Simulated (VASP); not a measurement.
Runs of VASP 6.6.1 on BP. The structure is that of space group F-43m (No. 216), or close to it. The cells are those of the table. 

```csv
cell,gap on the mesh (eV),pressure (GPa)
"a = 3.272 Å, angles 60.0°, 2 atoms",1.23,-10.3
"a = 3.209 Å, angles 60.0°, 2 atoms",(b),-1.8
"a = 3.241 Å, angles 60.0°, 2 atoms",1.20,-6.4
"a = 3.143 Å, angles 60.0°, 2 atoms",(a),9.4
"a = 3.176 Å, angles 60.0°, 2 atoms",(c),3.4
```

Alike in all rows: task single point; level PBEsol; potentials or basis VASP PAW PBE potentials, release 64 (B, P); no spin polarisation; k mesh 8 × 8 × 8; cutoff (eV) 520; smearing gaussian 0.01 eV.

Task: Estimate the missing entries.

Result: (a) 1.09; (b) 1.16; (c) 1.13.

Caveats: the PAW data sets were made with another functional, which shifts forces and pressure a little.

A k mesh can miss the band edges.
